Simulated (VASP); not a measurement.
# MoS2 (P6_3/mmc) in VASP: a series of runs

MoS2 is run at these levels: PBEsol; tasks: single point.

Program: VASP 6.6.1. These are calculated values, not measurements. Logs are shortened: lines on timing, memory, paths and dates and some standing lists are left out, and cuts for length are marked.

**Experimental background.**

“Multiwavelength excitation Raman Scattering Analysis of bulk and 2 dimensional MoS2: Vibrational properties of atomically thin MoS2 layers”, 2015, arxiv:1506.03228 reports, for a bulk crystal of MoS2 at 300 K: band gap 1.3 eV (indirect).

How close the calculation comes is told below.

### Step 1. The cell of the first run

Symmetry: P6_3/mmc, No. 194, hexagonal system. The conventional cell has a = 3.134 Å, b = 3.134 Å, c = 12.258 Å, α = 90.00°, β = 90.00°, γ = 120.00°. Within 3.2 Å of Mo (site symmetry -6m2) lie 6 S at 2.39 Å and 6 Mo at 3.13 Å. Within 3.2 Å of S (site symmetry 3m) lie 3 Mo at 2.39 Å and 7 S at 3.12 to 3.13 Å.

### Step 2. Single point, PBEsol (17.38 Å³/atom)

File INCAR:

```
SYSTEM = MoS2
ALGO = Normal
EDIFF = 1E-6
ENCUT = 520
GGA = PS
ISIF = 2
ISMEAR = 0
LASPH = .TRUE.
LCHARG = .FALSE.
LREAL = .FALSE.
LWAVE = .FALSE.
NBANDS = 35
NELM = 100
PREC = Accurate
SIGMA = 0.02
```

File KPOINTS:

```
k-points
0
G
  12 12 4
  0 0 0
```

File POSCAR:

```
MoS2
1.0
    3.1342374491      0.0000000000      0.0000000000
   -1.5671187246      2.7143292524      0.0000000000
    0.0000000000      0.0000000000     12.2575630182
Mo S
2 4
Direct
    0.3333333333      0.6666666667      0.2500000000
    0.6666666667      0.3333333333      0.7500000000
    0.3333333333      0.6666666667      0.6227352723
    0.6666666667      0.3333333333      0.1227352723
    0.3333333333      0.6666666667      0.8772647277
    0.6666666667      0.3333333333      0.3772647277
```

Potentials or basis: VASP PAW PBE potentials, release 64 (Mo_sv, S).

Launch:

```
$ cat potpaw_PBE.64/Mo_sv/POTCAR potpaw_PBE.64/S/POTCAR > POTCAR
$ mpirun -np 1 vasp_std > vasp.out
```

OUTCAR:

```text
SYSTEM = MoS2
   EDIFF = 1E-6
   ENCUT = 520
   GGA = PS
   ISIF = 2
   ISMEAR = 0
   LASPH = .TRUE.
   LREAL = .FALSE.
   NELM = 100
   PREC = Accurate

 ion  position               nearest neighbor table
   1  0.333  0.667  0.250-   4 2.39   6 2.39   4 2.39   6 2.39   4 2.39   6 2.39
   2  0.667  0.333  0.750-   3 2.39   5 2.39   3 2.39   5 2.39   3 2.39   5 2.39
   3  0.333  0.667  0.623-   2 2.39   2 2.39   2 2.39
   4  0.667  0.333  0.123-   1 2.39   1 2.39   1 2.39
   5  0.333  0.667  0.877-   2 2.39   2 2.39   2 2.39
   6  0.667  0.333  0.377-   1 2.39   1 2.39   1 2.39

  LATTYP: Found a hexagonal cell.
 ALAT       =     3.1342374491
 C/A-ratio  =     3.9108597282

  Lattice vectors:

 A1 = (   3.1342374491,   0.0000000000,   0.0000000000)
 A2 = (  -1.5671187246,   2.7143292524,   0.0000000000)
 A3 = (   0.0000000000,   0.0000000000,  12.2575630182)

Analysis of symmetry for initial positions (statically):
=====================================================================
 Subroutine PRICEL returns:
 Original cell was already a primitive cell.

 Routine SETGRP: Setting up the symmetry group for a
 hexagonal supercell.

 Subroutine GETGRP returns: Found 24 space group operations
 (whereof 12 operations were pure point group operations)
 out of a pool of 24 trial point group operations.

The static configuration has the point symmetry D_3d.
 The point group associated with its full space group is D_6h.

Analysis of symmetry for dynamics (positions and initial velocities):
=====================================================================
 Subroutine PRICEL returns:
 Original cell was already a primitive cell.

 Routine SETGRP: Setting up the symmetry group for a
 hexagonal supercell.

 Subroutine GETGRP returns: Found 24 space group operations
 (whereof 12 operations were pure point group operations)
 out of a pool of 24 trial point group operations.

The dynamic configuration has the point symmetry D_3d.
 The point group associated with its full space group is D_6h.

 Subroutine INISYM returns: Found 24 space group operations
 (whereof 12 operations are pure point group operations),
 and found     1 'primitive' translations

----------------------------------------------------------------------------------------

                                     Primitive cell

  volume of cell :     104.2794

  direct lattice vectors                    reciprocal lattice vectors
     3.134237449  0.000000000  0.000000000     0.319056873  0.184207572  0.000000000
    -1.567118725  2.714329252  0.000000000     0.000000000  0.368415143  0.000000000
     0.000000000  0.000000000 12.257563018     0.000000000  0.000000000  0.081582285

  length of vectors
     3.134237449  3.134237449 12.257563018     0.368415143  0.368415143  0.081582285

  position of ions in fractional coordinates (direct lattice)
     0.333333333  0.666666667  0.250000000
     0.666666667  0.333333333  0.750000000
     0.333333333  0.666666667  0.622735272
     0.666666667  0.333333333  0.122735272
     0.333333333  0.666666667  0.877264728
     0.666666667  0.333333333  0.377264728

  ion indices of the primitive-cell ions
   primitive index   ion index
                 1           1
                 2           2
                 3           3
                 4           4
                 5           5
                 6           6

----------------------------------------------------------------------------------------

 KPOINTS: k-points

Automatic generation of k-mesh.
 Grid dimensions read from file:
 generate k-points for:   12   12    4

 Generating k-lattice:

  Cartesian coordinates                     Fractional coordinates (reciprocal lattice)
     0.026588073  0.015350631  0.000000000     0.083333333  0.000000000  0.000000000
     0.000000000  0.030701262  0.000000000     0.000000000  0.083333333  0.000000000
     0.000000000  0.000000000  0.020395571     0.000000000  0.000000000  0.250000000

  Length of vectors
     0.030701262  0.030701262  0.020395571

  Shift w.r.t. Gamma in fractional coordinates (k-lattice)
     0.000000000  0.000000000  0.000000000

 Subroutine IBZKPT returns following result:
 ===========================================

 Found     57 irreducible k-points:

 Following reciprocal coordinates:
            Coordinates               Weight
  0.000000  0.000000  0.000000      1.000000
  0.083333  0.000000  0.000000      6.000000
  0.166667  0.000000  0.000000      6.000000
  0.250000  0.000000  0.000000      6.000000
  0.333333  0.000000  0.000000      6.000000
  0.416667 -0.000000  0.000000      6.000000
[... 16 lines left out ...]
  0.250000  0.000000  0.250000     12.000000
  0.333333  0.000000  0.250000     12.000000
 [... further k-points ...]
   k-points           NKPTS =     57   k-points in BZ     NKDIM =     57   number of bands    NBANDS=     35
   number of dos      NEDOS =    301   number of ions     NIONS =      6
   total plane-waves  NPLWV =  55296
   dimension x,y,z NGX =    24 NGY =   24 NGZ =   96
   dimension x,y,z NGXF=    48 NGYF=   48 NGZF=  192
   ions per type =               2   4
   NGX,Y,Z   is equivalent  to a cutoff of  12.73, 12.73, 13.02 a.u.
   NGXF,Y,Z  is equivalent  to a cutoff of  25.46, 25.46, 26.04 a.u.
 SYSTEM =  MoS2
   PREC   = accura    normal or accurate (medium, high low for compatibility)
   ISTART =      0    job   : 0-new  1-cont  2-samecut
   ICHARG =      2    charge: 1-file 2-atom 10-const
   ISPIN  =      1    spin polarized calculation?
   LNONCOLLINEAR =      F non collinear calculations
   LSORBIT =      F    spin-orbit coupling
   LASPH  =      T    aspherical Exc in radial PAW
   ENCUT  =  520.0 eV  38.22 Ry    6.18 a.u.   5.83  5.83 22.79*2*pi/ulx,y,z
   NELM   =    100;   NELMIN=  2; NELMDL= -5     # of ELM steps
   EDIFF  = 0.1E-05   stopping-criterion for ELM
   LREAL  =      F    real-space projection
   EDIFFG = 0.1E-04   stopping-criterion for IOM
   NSW    =      0    number of steps for IOM
   IBRION =     -1    ionic relax: 0-MD 1-quasi-New 2-CG
   NFREE  =      0    steps in history (QN), initial steepest desc. (CG)
   ISIF   =      2    stress and relaxation
   ISYM   =      2    0-nonsym 1-usesym 2-fastsym
   POTIM  = 0.5000    time-step for ionic-motion
   TEBEG  =    0.0;   TEEND  =   0.0 temperature during run
   PSTRESS=    0.0 pullay stress
   NELECT =      52.0000    total number of electrons
   NUPDOWN=      -1.0000    fix difference up-down
   EMIN   =  10.00;   EMAX   =-10.00  energy-range for DOS
   EFERMI =   0.00;   METHOD = LEGACY
   ISMEAR =     0;   SIGMA  =   0.02  broadening in eV -4-tet -1-fermi 0-gaus
   EFERMI_NEDOS =   21; number of points for ismear=-14 and -15
   IALGO  =     38    algorithm
   IMIX   =      4    mixing-type and parameters
     AMIX     =   0.40;   BMIX     =  1.00
     AMIX_MAG =   1.60;   BMIX_MAG =  1.00
  volume/ion in A,a.u.               =      17.38       117.29
  Fermi-wavevector in a.u.,A,eV,Ry     =   1.298204  2.453251 22.930372  1.685335
  Thomas-Fermi vector in A             =   2.429548
   LORBIT       =      0    0 simple, 1 ext, 2 COOP (PROOUT), +10 PAW based schemes
   GGA     = PS    functional components
   LHFCALC =     F    Hartree Fock is set to
   AEXX    =    0.0000 exact exchange contribution
   IVDW    =     0    specifies the selected vdW correction
   LEPSILON=     F    determine dielectric tensor
   LRPA    =     F    only Hartree local field effects (RPA)
 non-spin polarized calculation
 Gauss-broadening in eV      SIGMA  =   0.02
  energy-cutoff  :      520.00
  volume of cell :      104.28
 maximum number of plane-waves:      2830
 NGX is ok and might be reduce to    24
   NGX = 11   NGY = 11   NGZ = 45

 number of electron      52.0000000 magnetization

 Free energy of the ion-electron system (eV)
  ---------------------------------------------------
  ext. energy  EPLUGINS =         0.00000000
  ---------------------------------------------------
  free energy    TOTEN  =       -46.89745322 eV

  energy without entropy =      -46.89745322  energy(sigma->0) =      -46.89745322

 E-fermi :   7.9655     XC(G=0): -11.1334

 val. band max:        7.7476117733   @ k =   0.0000   0.0000   0.0000
 cond. band min:       8.5992395489   @ k =   0.1667   0.1667   0.0000
 fundamental gap:      0.8516277756
 Fermi energy:         7.9655180534

 k-point     1 :       0.0000    0.0000    0.0000
  band No.  band energies     occupation
      1     -53.6218      2.00000
      2     -53.6218      2.00000
      3     -27.8386      2.00000
      4     -27.8385      2.00000
      5     -27.5675      2.00000
      6     -27.5675      2.00000
[... 27 lines left out ...]
     34      10.3235      0.00000
     35      13.4093      0.00000

 k-point     2 :       0.0833    0.0000    0.0000
  band No.  band energies     occupation
      1     -53.6187      2.00000
      2     -53.6187      2.00000
      3     -27.8326      2.00000
      4     -27.8325      2.00000
      5     -27.5981      2.00000
      6     -27.5981      2.00000
[... 27 lines left out ...]
     34      10.2100      0.00000
     35      13.9216      0.00000

 k-point     3 :       0.1667    0.0000    0.0000
  band No.  band energies     occupation
      1     -53.6101      2.00000
      2     -53.6101      2.00000
      3     -27.8161      2.00000
      4     -27.8160      2.00000
      5     -27.6808      2.00000
      6     -27.6808      2.00000
[... 27 lines left out ...]
     34      10.6612      0.00000
     35      14.9462      0.00000

 k-point     4 :       0.2500    0.0000    0.0000
  band No.  band energies     occupation
      1     -53.5985      2.00000
      2     -53.5984      2.00000
      3     -27.7934      2.00000
      4     -27.7934      2.00000
      5     -27.7921      2.00000
      6     -27.7921      2.00000
[... 27 lines left out ...]
     34      11.1504      0.00000
     35      15.2204      0.00000

 k-point     5 :       0.3333    0.0000    0.0000
  band No.  band energies     occupation
      1     -53.5868      2.00000
      2     -53.5867      2.00000
      3     -27.9015      2.00000
      4     -27.9015      2.00000
      5     -27.7707      2.00000
      6     -27.7706      2.00000
[... 638 lines left out ...]
 k-point    22 :       0.1667    0.0000    0.2500
  band No.  band energies     occupation
      1     -53.6101      2.00000
      2     -53.6101      2.00000
      3     -27.8161      2.00000
      4     -27.8160      2.00000
      5     -27.6808      2.00000
      6     -27.6808      2.00000
[... 27 lines left out ...]
     34      10.6448      0.00000
     35      14.9861      0.00000

 k-point    23 :       0.2500    0.0000    0.2500
  band No.  band energies     occupation
      1     -53.5985      2.00000
      2     -53.5984      2.00000
      3     -27.7934      2.00000
      4     -27.7934      2.00000
      5     -27.7921      2.00000
      6     -27.7921      2.00000
[... 27 lines left out ...]
     34      11.1174      0.00000
     35      15.1430      0.00000

 k-point    24 :       0.3333    0.0000    0.2500
  band No.  band energies     occupation
      1     -53.5868      2.00000
      2     -53.5867      2.00000
      3     -27.9015      2.00000
      4     -27.9015      2.00000
      5     -27.7707      2.00000
      6     -27.7706      2.00000
[... 27 lines left out ...]
     34      11.4612      0.00000
     35      14.3654      0.00000

 [... further k-points ...]
[... 5 lines left out ...]
  --------------------------------------------------------------------------------------
  -------------------------------------------------------------------------------------
  Total        0.5331061      0.5331061      0.5188445     -0.0000000      0.0000000      0.0000000
  in kB        8.1907883      8.1907883      7.9716680     -0.0000000      0.0000000      0.0000000
  external PRESSURE =       8.1177482 kB  Pullay stress =       0.0000000 kB

 VOLUME and BASIS-vectors are now :
 -----------------------------------------------------------------------------
  energy-cutoff  :      520.00
  volume of cell :      104.28
      direct lattice vectors                 reciprocal lattice vectors
     3.134237449  0.000000000  0.000000000     0.319056873  0.184207572  0.000000000
    -1.567118725  2.714329252  0.000000000     0.000000000  0.368415143  0.000000000
     0.000000000  0.000000000 12.257563018     0.000000000  0.000000000  0.081582285

 POSITION                                       TOTAL-FORCE (eV/Angst)
 -----------------------------------------------------------------------------------
     -0.00000      1.80955      3.06439        -0.000000     -0.000000      0.000000
      1.56712      0.90478      9.19317        -0.000000      0.000000      0.000000
     -0.00000      1.80955      7.63322         0.000000      0.000000     -0.002848
      1.56712      0.90478      1.50444         0.000000     -0.000000     -0.002848
     -0.00000      1.80955     10.75313         0.000000      0.000000      0.002848
      1.56712      0.90478      4.62435         0.000000     -0.000000      0.002848
 -----------------------------------------------------------------------------------
    total drift:                               -0.000000      0.000000     -0.000000

  FREE ENERGIE OF THE ION-ELECTRON SYSTEM (eV)
  ---------------------------------------------------
  free  energy   TOTEN  =       -46.8974532186 eV

  energy  without entropy=      -46.8974532186  energy(sigma->0) =      -46.89745322
```

It took 2.2 min on 1 thread of Intel Xeon Platinum 8488C (Sapphire Rapids), shared host; peak memory 0.32 GiB.

What came out:

```
Free energy            : -46.8975 eV
Pressure               : 0.8 GPa
Band gap on the k mesh : 0.85 eV (least direct gap 1.75 eV)
```

Forces in eV/Å, atoms in the order of the input:
```
Mo   0.000  0.000  0.000
Mo   0.000  0.000  0.000
S    0.000  0.000 -0.003
S    0.000  0.000 -0.003
S    0.000  0.000  0.003
S    0.000  0.000  0.003
```

Caveat: the PAW data sets were made with another functional, which shifts forces and pressure a little; this functional lacks dispersion, which binds layers or chains, so the pressure and a relaxed spacing across them are unreliable.

### Step 3. Single point, PBEsol

This run uses another cell than the first one, of 17.92 Å³/atom.

File INCAR:

```
ALGO = Normal
EDIFF = 1E-6
ENCUT = 520
GGA = PS
ISIF = 2
ISMEAR = 0
LASPH = T
LCHARG = T
LELF = T
LREAL = F
LVHAR = T
LWAVE = F
NBANDS = 35
NELM = 100
PREC = Accurate
SIGMA = 0.02
```

File KPOINTS:

```
k-points
0
Gamma
  12 12 4
```

File POSCAR:

```
MoS2
1.0
    3.1414159807      0.0000000000      0.0000000000
   -1.5707079903      2.7205460431      0.0000000000
    0.0000000000      0.0000000000     12.5789761557
Mo S
2 4
Direct
    0.3333333333      0.6666666667      0.2500000000
    0.6666666667      0.3333333333      0.7500000000
    0.3333333333      0.6666666667      0.6260586372
    0.6666666667      0.3333333333      0.1260586372
    0.3333333333      0.6666666667      0.8739413628
    0.6666666667      0.3333333333      0.3739413628
```

Potentials or basis: VASP PAW PBE potentials, release 64 (Mo_sv, S).

Launch:

```
$ cat potpaw_PBE.64/Mo_sv/POTCAR potpaw_PBE.64/S/POTCAR > POTCAR
$ mpirun -np 1 vasp_std > vasp.out
```

It took 2.7 min on 1 thread of Intel Xeon Platinum 8488C (Sapphire Rapids), shared host; peak memory 0.33 GiB.

It converged, with:

| Quantity | Value |
| --- | --- |
| Free energy | -46.9058 eV |
| Pressure | 0.0 GPa |
| Band gap on the k mesh | 0.99 eV (least direct gap 1.75 eV) |

Levels at points of the mesh, in eV from the valence-band top:
```
           k point  band 22  band 23  band 24  band 25  band 26  band 27  band 28  band 29  band 30  band 31
(0.00, 0.00, 0.00)    -2.03    -2.03    -1.31    -1.13     0.00     2.29     2.29     2.31     2.31     2.51
(0.50, 0.00, 0.00)    -2.45    -1.55    -1.40    -1.31    -1.23     1.80     1.84     2.19     2.45     3.02
(0.00, 0.00, 0.50)    -2.05    -2.05    -2.05    -0.29    -0.29     2.30     2.30     2.30     2.30     2.58
(0.50, 0.00, 0.50)    -2.56    -1.48    -1.48    -1.27    -1.27     1.82     1.82     2.33     2.33     3.35
```

Caveat: the PAW data sets were made with another functional, which shifts forces and pressure a little; this functional lacks dispersion, which binds layers or chains, so the pressure and a relaxed spacing across them are unreliable.

### Step 4. Comparison with measurements

Step 3. A measured gap of MoS2 is 1.3 eV (indirect; 300 K; “Multiwavelength excitation Raman Scattering Analysis of bulk and 2 dimensional MoS2: Vibrational properties of atomically thin MoS2 layers”, 2015, arxiv:1506.03228); the calculated 0.99 eV misses it by -0.31 eV. Spin-orbit coupling on Mo is left out. The value is that of PBEsol on a finite k mesh, which can miss the band edges, without temperature or zero-point motion. Semilocal functionals fall short of measured gaps as a rule.
